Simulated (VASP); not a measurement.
Input of a VASP 6.6.1 run:

The input INCAR:

```
SYSTEM = P
PREC     = Accurate       ! precision mode
ENCUT    = 600            ! plane-wave cutoff, eV
EDIFF    = 1E-6           ! SCF threshold, eV
ISMEAR   = -1             ! smearing method
SIGMA    = 0.05           ! smearing width, eV
LREAL    = .False.        ! projectors in reciprocal space
LASPH    = .True.         ! aspherical terms in the spheres
NELM     = 80             ! most SCF steps
ALGO     = Normal         ! electronic algorithm
ISIF     = 3              ! what is computed and relaxed
LWAVE    = .False.        ! write WAVECAR
LCHARG   = .False.        ! write CHGCAR
GGA      = PS             ! functional
IBRION   = 2              ! ionic algorithm
NSW      = 60             ! ionic steps
EDIFFG   = -0.01          ! ionic threshold
PSTRESS  = 100.0
```

File KPOINTS:

```
Automatic mesh
0
Gamma
  9 9 9
  0 0 0
```

POSCAR

```
P
1.0
    1.7257251780      0.9963478961      3.1296800121
   -1.7257251780      0.9963478961      3.1296800121
    0.0000000000     -1.9926957921      3.1296800121
P
2
Direct
    0.7729197500      0.7729197500      0.7729197500
    0.2270802500      0.2270802500      0.2270802500
```

Potentials or basis: VASP PAW PBE potentials, release 64 (P).

The run is started by

```console
$ cat potpaw_PBE.64/P/POTCAR > POTCAR
$ mpirun -np 1 vasp_std > vasp.out
```

(1) Estimate the relaxed volume.

(2) Estimate the band gap on the k mesh.

(3) Predict the space group after relaxing (to 0.1 Å).

## Answers

(1) 13.36 Å³/atom.

(2) zero (bands 5 and 6 overlap by 2.41 eV).

(3) R-3m (No. 166).

Caveat: the cell is relaxed towards a set pressure, so the run minimises the enthalpy, not the energy; the volume moved by over 15 % at a fixed basis, so the end points are rough; the PAW data sets were made with another functional, which shifts forces and pressure a little.
